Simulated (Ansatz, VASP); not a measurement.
**Ca2B in VASP and in Ansatz**

```
CELL_PARAMETERS angstrom
6.43454 0.00000 0.00000
-3.21727 5.57247 0.00000
0.00000 0.00000 6.32891
ATOMIC_POSITIONS crystal
Ca 0.38150 0.29156 0.25633
Ca 0.70844 0.08994 0.92300
Ca 0.91006 0.61850 0.58966
Ca 0.29156 0.38150 0.74367
Ca 0.08994 0.70844 0.07700
Ca 0.61850 0.91006 0.41034
B 0.33687 0.00000 0.66667
B 0.00000 0.33687 0.33333
B 0.66313 0.66313 0.00000
```

Alike in both runs: functional PBE; k mesh 6 × 6 × 6; occupations gaussian, width 0.1 eV; no spin polarisation.

Ansatz relaxed the structure, and its values are those at the end. VASP's run is a single point on that final structure, the one shown.

```csv
,VASP,Ansatz
version,VASP 6.6.1,Ansatz 0.2.0
potentials or method,"VASP PAW PBE potentials, release 64 (Ca_sv, B), cutoff 520 eV","scalar-relativistic, plane waves, PAW"
valence electrons in the cell,69,69
```

Ansatz gave:

- gap on the k mesh at the Fermi level (eV): none
- pressure (GPa): 0.0
- rms of the force components (eV/Å): 0.002

Question: What did VASP give for the same quantities?

Answer: gap on the k mesh at the Fermi level (eV): none; pressure (GPa): 0.2; rms of the force components (eV/Å): 0.003.

A gap of «none» marks a metal or a gap that the smearing closes.
